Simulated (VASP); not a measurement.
# Ge5P (F-43m) in VASP: a series of runs

The runs below take Ge5P through single point, relaxation of cell and atoms, with PBE.

Everything below comes from runs of VASP 6.6.1. Logs are shortened: lines on timing, memory, paths and dates and some standing lists are left out, and cuts for length are marked.

## 1. The cell of the first run

The structure is cubic, space group F-43m (No. 216). Conventional cell: a = 8.046 Å, b = 8.046 Å, c = 8.046 Å, α = 90.00°, β = 90.00°, γ = 90.00°. Ge (site symmetry 3m) has 1 P at 2.13 Å and 3 Ge at 2.20 Å within 2.8 Å. Ge (site symmetry -43m) has 12 Ge at 3.29 Å and 6 P at 4.02 Å within 4.3 Å. P (site symmetry -43m) has 4 Ge at 2.13 Å within 2.8 Å.

The cell was built from a structure type or drawn by symmetry, and may not be a known phase.

## 2. Single point, PBE

INCAR

```
SYSTEM = Ge5P
  PREC = Accurate
  ENCUT = 520
  EDIFF = 1E-6
  ISMEAR = 0
  SIGMA = 0.1
  LREAL = .False.
  LASPH = .True.
  NELM = 100
  ALGO = Normal
  ISIF = 2
  LWAVE = .False.
  LCHARG = .False.
  GGA = PE
  NBANDS = 46
```

KPOINTS

```
regular mesh
0
Gamma
  4 4 4
  0 0 0
```

POSCAR

```
Ge5P
1.0
    0.0000000000      4.0232365700      4.0232365700
    4.0232365700      0.0000000000      4.0232365700
    4.0232365700      4.0232365700      0.0000000000
Ge P
5 1
Direct
    0.8468805200      0.8468805200      0.8468805200
    0.8468805200      0.8468805200      0.4593584300
    0.8468805200      0.4593584300      0.8468805200
    0.4593584300      0.8468805200      0.8468805200
    0.5000000000      0.5000000000      0.5000000000
    0.0000000000      0.0000000000      0.0000000000
```

Potentials or basis: VASP PAW PBE potentials, release 64 (Ge_d, P).

Command:

```sh
$ cat potpaw_PBE.64/Ge_d/POTCAR potpaw_PBE.64/P/POTCAR > POTCAR
$ mpirun -np 1 vasp_std > vasp.out
```

OUTCAR:

```text
SYSTEM = Ge5P
   PREC = Accurate
   ENCUT = 520
   EDIFF = 1E-6
   ISMEAR = 0
   LREAL = .False.
   LASPH = .True.
   NELM = 100
   ISIF = 2
   GGA = PE

 ion  position               nearest neighbor table
   1  0.847  0.847  0.847-   6 2.13   3 2.20   4 2.20   2 2.20
   2  0.847  0.847  0.459-   6 2.13   3 2.20   4 2.20   1 2.20
   3  0.847  0.459  0.847-   6 2.13   2 2.20   4 2.20   1 2.20
   4  0.459  0.847  0.847-   6 2.13   2 2.20   3 2.20   1 2.20
   5  0.500  0.500  0.500-
   6  0.000  0.000  0.000-   2 2.13   3 2.13   4 2.13   1 2.13

  LATTYP: Found a face centered cubic cell.
 ALAT       =     8.0464731400

  Lattice vectors:

 A1 = (   0.0000000000,   4.0232365700,   4.0232365700)
 A2 = (   4.0232365700,   0.0000000000,   4.0232365700)
 A3 = (   4.0232365700,   4.0232365700,   0.0000000000)

Analysis of symmetry for initial positions (statically):
=====================================================================
 Subroutine PRICEL returns:
 Original cell was already a primitive cell.

 Routine SETGRP: Setting up the symmetry group for a
 face centered cubic supercell.

 Subroutine GETGRP returns: Found 24 space group operations
 (whereof 24 operations were pure point group operations)
 out of a pool of 48 trial point group operations.

The static configuration has the point symmetry T_d .

Analysis of symmetry for dynamics (positions and initial velocities):
=====================================================================
 Subroutine PRICEL returns:
 Original cell was already a primitive cell.

 Routine SETGRP: Setting up the symmetry group for a
 face centered cubic supercell.

 Subroutine GETGRP returns: Found 24 space group operations
 (whereof 24 operations were pure point group operations)
 out of a pool of 48 trial point group operations.

The dynamic configuration has the point symmetry T_d .

 Subroutine INISYM returns: Found 24 space group operations
 (whereof 24 operations are pure point group operations),
 and found     1 'primitive' translations

----------------------------------------------------------------------------------------

                                     Primitive cell

  volume of cell :     130.2437

  direct lattice vectors                    reciprocal lattice vectors
     0.000000000  4.023236570  4.023236570    -0.124278051  0.124278051  0.124278051
     4.023236570  0.000000000  4.023236570     0.124278051 -0.124278051  0.124278051
     4.023236570  4.023236570  0.000000000     0.124278051  0.124278051 -0.124278051

  length of vectors
     5.689715722  5.689715722  5.689715722     0.215255899  0.215255899  0.215255899

  position of ions in fractional coordinates (direct lattice)
     0.846880520  0.846880520  0.846880520
     0.846880520  0.846880520  0.459358430
     0.846880520  0.459358430  0.846880520
     0.459358430  0.846880520  0.846880520
     0.500000000  0.500000000  0.500000000
     0.000000000  0.000000000  0.000000000

  ion indices of the primitive-cell ions
   primitive index   ion index
                 1           1
                 2           2
                 3           3
                 4           4
                 5           5
                 6           6

----------------------------------------------------------------------------------------

 KPOINTS: regular mesh

Automatic generation of k-mesh.
 Grid dimensions read from file:
 generate k-points for:    4    4    4

 Generating k-lattice:

  Cartesian coordinates                     Fractional coordinates (reciprocal lattice)
    -0.031069513  0.031069513  0.031069513     0.250000000  0.000000000  0.000000000
     0.031069513 -0.031069513  0.031069513     0.000000000  0.250000000  0.000000000
     0.031069513  0.031069513 -0.031069513     0.000000000  0.000000000  0.250000000

  Length of vectors
     0.053813975  0.053813975  0.053813975

  Shift w.r.t. Gamma in fractional coordinates (k-lattice)
     0.000000000  0.000000000  0.000000000

 Subroutine IBZKPT returns following result:
 ===========================================

 Found      8 irreducible k-points:

 Following reciprocal coordinates:
            Coordinates               Weight
  0.000000  0.000000  0.000000      1.000000
  0.250000  0.000000  0.000000      8.000000
  0.500000  0.000000  0.000000      4.000000
  0.250000  0.250000  0.000000      6.000000
  0.500000  0.250000  0.000000     24.000000
 -0.250000  0.250000  0.000000     12.000000
  0.500000  0.500000  0.000000      3.000000
 -0.250000  0.500000  0.250000      6.000000
   k-points           NKPTS =      8   k-points in BZ     NKDIM =      8   number of bands    NBANDS=     46
   number of dos      NEDOS =    301   number of ions     NIONS =      6
   total plane-waves  NPLWV =  74088
   dimension x,y,z NGX =    42 NGY =   42 NGZ =   42
   dimension x,y,z NGXF=    84 NGYF=   84 NGZF=   84
   ions per type =               5   1
   NGX,Y,Z   is equivalent  to a cutoff of  12.27, 12.27, 12.27 a.u.
   NGXF,Y,Z  is equivalent  to a cutoff of  24.54, 24.54, 24.54 a.u.
 SYSTEM =  Ge5P
   PREC   = accura    normal or accurate (medium, high low for compatibility)
   ISTART =      0    job   : 0-new  1-cont  2-samecut
   ICHARG =      2    charge: 1-file 2-atom 10-const
   ISPIN  =      1    spin polarized calculation?
   LNONCOLLINEAR =      F non collinear calculations
   LSORBIT =      F    spin-orbit coupling
   LASPH  =      T    aspherical Exc in radial PAW
   ENCUT  =  520.0 eV  38.22 Ry    6.18 a.u.  10.58 10.58 10.58*2*pi/ulx,y,z
   NELM   =    100;   NELMIN=  2; NELMDL= -5     # of ELM steps
   EDIFF  = 0.1E-05   stopping-criterion for ELM
   LREAL  =      F    real-space projection
   EDIFFG = 0.1E-04   stopping-criterion for IOM
   NSW    =      0    number of steps for IOM
   IBRION =     -1    ionic relax: 0-MD 1-quasi-New 2-CG
   NFREE  =      0    steps in history (QN), initial steepest desc. (CG)
   ISIF   =      2    stress and relaxation
   ISYM   =      2    0-nonsym 1-usesym 2-fastsym
   POTIM  = 0.5000    time-step for ionic-motion
   TEBEG  =    0.0;   TEEND  =   0.0 temperature during run
   PSTRESS=    0.0 pullay stress
   NELECT =      75.0000    total number of electrons
   NUPDOWN=      -1.0000    fix difference up-down
   EMIN   =  10.00;   EMAX   =-10.00  energy-range for DOS
   EFERMI =   0.00;   METHOD = LEGACY
   ISMEAR =     0;   SIGMA  =   0.10  broadening in eV -4-tet -1-fermi 0-gaus
   EFERMI_NEDOS =   21; number of points for ismear=-14 and -15
   IALGO  =     38    algorithm
   IMIX   =      4    mixing-type and parameters
     AMIX     =   0.40;   BMIX     =  1.00
     AMIX_MAG =   1.60;   BMIX_MAG =  1.00
  volume/ion in A,a.u.               =      21.71       146.49
  Fermi-wavevector in a.u.,A,eV,Ry     =   1.361998  2.573802 25.239318  1.855038
  Thomas-Fermi vector in A             =   2.488525
   LORBIT       =      0    0 simple, 1 ext, 2 COOP (PROOUT), +10 PAW based schemes
   GGA     = PE    functional components
   LHFCALC =     F    Hartree Fock is set to
   AEXX    =    0.0000 exact exchange contribution
   IVDW    =     0    specifies the selected vdW correction
   LEPSILON=     F    determine dielectric tensor
   LRPA    =     F    only Hartree local field effects (RPA)
 non-spin polarized calculation
 Gauss-broadening in eV      SIGMA  =   0.10
  energy-cutoff  :      520.00
  volume of cell :      130.24
 maximum number of plane-waves:      3521
   NGX = 21   NGY = 21   NGZ = 21

 number of electron      74.9999988 magnetization

 Free energy of the ion-electron system (eV)
  ---------------------------------------------------
  ext. energy  EPLUGINS =         0.00000000
  ---------------------------------------------------
  free energy    TOTEN  =       -18.34357502 eV

  energy without entropy =      -18.32718648  energy(sigma->0) =      -18.33538075

 E-fermi :   5.3123     XC(G=0):  -9.7966

 val. band max:        5.2261692904   @ k =   0.5000   0.2500   0.0000
 cond. band min:       5.3931133406   @ k =   0.2500   0.2500   0.0000
 fundamental gap:      0.1669440503
 Fermi energy:         5.3122571764

 k-point     1 :       0.0000    0.0000    0.0000
  band No.  band energies     occupation
      1     -20.6890      2.00000
      2     -20.3100      2.00000
      3     -20.3100      2.00000
      4     -20.3100      2.00000
      5     -20.2290      2.00000
      6     -20.2290      2.00000
[... 38 lines left out ...]
     45      11.2481      0.00000
     46      11.2497      0.00000

 k-point     2 :       0.2500    0.0000    0.0000
  band No.  band energies     occupation
      1     -20.6742      2.00000
      2     -20.3075      2.00000
      3     -20.3045      2.00000
      4     -20.3045      2.00000
      5     -20.2256      2.00000
      6     -20.2256      2.00000
[... 38 lines left out ...]
     45      10.8751      0.00000
     46      10.8809      0.00000

 k-point     3 :       0.5000    0.0000    0.0000
  band No.  band energies     occupation
      1     -20.6588      2.00000
      2     -20.3045      2.00000
      3     -20.2991      2.00000
      4     -20.2991      2.00000
      5     -20.2217      2.00000
      6     -20.2217      2.00000
[... 38 lines left out ...]
     45      10.0081      0.00000
     46      10.0081      0.00000

 k-point     4 :       0.2500    0.2500    0.0000
  band No.  band energies     occupation
      1     -20.6690      2.00000
      2     -20.3097      2.00000
      3     -20.3010      2.00000
      4     -20.3010      2.00000
      5     -20.2277      2.00000
      6     -20.2216      2.00000
[... 38 lines left out ...]
     45       9.7810      0.00000
     46      11.2246      0.00000

 k-point     5 :       0.5000    0.2500    0.0000
  band No.  band energies     occupation
      1     -20.6532      2.00000
      2     -20.3056      2.00000
      3     -20.2970      2.00000
      4     -20.2952      2.00000
      5     -20.2243      2.00000
      6     -20.2181      2.00000
[... 38 lines left out ...]
     45      10.1029      0.00000
     46      10.7711      0.00000

 k-point     6 :      -0.2500    0.2500    0.0000
  band No.  band energies     occupation
      1     -20.6586      2.00000
      2     -20.3035      2.00000
      3     -20.3006      2.00000
      4     -20.2984      2.00000
      5     -20.2226      2.00000
      6     -20.2220      2.00000
[... 38 lines left out ...]
     45      10.5519      0.00000
     46      10.6065      0.00000

 k-point     7 :       0.5000    0.5000    0.0000
  band No.  band energies     occupation
      1     -20.6478      2.00000
      2     -20.3096      2.00000
      3     -20.2915      2.00000
      4     -20.2915      2.00000
      5     -20.2263      2.00000
      6     -20.2139      2.00000
[... 38 lines left out ...]
     45      10.4940      0.00000
     46      10.4941      0.00000

 k-point     8 :      -0.2500    0.5000    0.2500
  band No.  band energies     occupation
      1     -20.6477      2.00000
      2     -20.3021      2.00000
      3     -20.2993      2.00000
      4     -20.2916      2.00000
      5     -20.2235      2.00000
      6     -20.2171      2.00000
[... 38 lines left out ...]
     45       8.7142      0.00000
     46      10.2738      0.00000

------------------------ aborting loop because EDIFF is reached ----------------------------------------

  FORCE on cell =-STRESS in cart. coord.  units (eV):
  Direction    XX          YY          ZZ          XY          YZ          ZX
  --------------------------------------------------------------------------------------
  -------------------------------------------------------------------------------------
  Total       23.5909596     23.5909596     23.5909596      0.0000000      0.0000000      0.0000000
  in kB      290.2013862    290.2013862    290.2013862      0.0000000      0.0000000      0.0000000
  external PRESSURE =     290.2013862 kB  Pullay stress =       0.0000000 kB

 VOLUME and BASIS-vectors are now :
 -----------------------------------------------------------------------------
  energy-cutoff  :      520.00
  volume of cell :      130.24
      direct lattice vectors                 reciprocal lattice vectors
     0.000000000  4.023236570  4.023236570    -0.124278051  0.124278051  0.124278051
     4.023236570  0.000000000  4.023236570     0.124278051 -0.124278051  0.124278051
     4.023236570  4.023236570  0.000000000     0.124278051  0.124278051 -0.124278051

 POSITION                                       TOTAL-FORCE (eV/Angst)
 -----------------------------------------------------------------------------------
      6.81440      6.81440      6.81440         3.499051      3.499051      3.499051
      5.25531      5.25531      6.81440        -3.499051     -3.499051      3.499051
      5.25531      6.81440      5.25531        -3.499051      3.499051     -3.499051
      6.81440      5.25531      5.25531         3.499051     -3.499051     -3.499051
      4.02324      4.02324      4.02324         0.000000      0.000000      0.000000
      0.00000      0.00000      0.00000         0.000000     -0.000000      0.000000
 -----------------------------------------------------------------------------------
    total drift:                                0.000050      0.000050      0.000051

  FREE ENERGIE OF THE ION-ELECTRON SYSTEM (eV)
  ---------------------------------------------------
  free  energy   TOTEN  =       -18.3435750192 eV

  energy  without entropy=      -18.3271864799  energy(sigma->0) =      -18.33538075
```

Run time: 48 s. Hardware: 1 thread of Oxide Virtual Turin-like, shared host; peak memory 0.22 GiB.

Results:

| Item | Value |
| --- | --- |
| Free energy | -18.3436 eV |
| Pressure | 29.0 GPa |
| Largest force | 6.061 eV/Å |
| Band gap on the k mesh | zero (an odd number of electrons rules out a gap without spin polarisation) |

Forces in eV/Å, atoms in the order of the input:
```
Ge   3.499  3.499  3.499
Ge  -3.499 -3.499  3.499
Ge  -3.499  3.499 -3.499
Ge   3.499 -3.499 -3.499
Ge   0.000  0.000  0.000
P    0.000  0.000  0.000
```

Caveat: the cell stands under pressure; forces of over 1 eV/Å act on the atoms, so gaps and moduli don't describe the material at rest.

(Continued in part 2 of 2.)
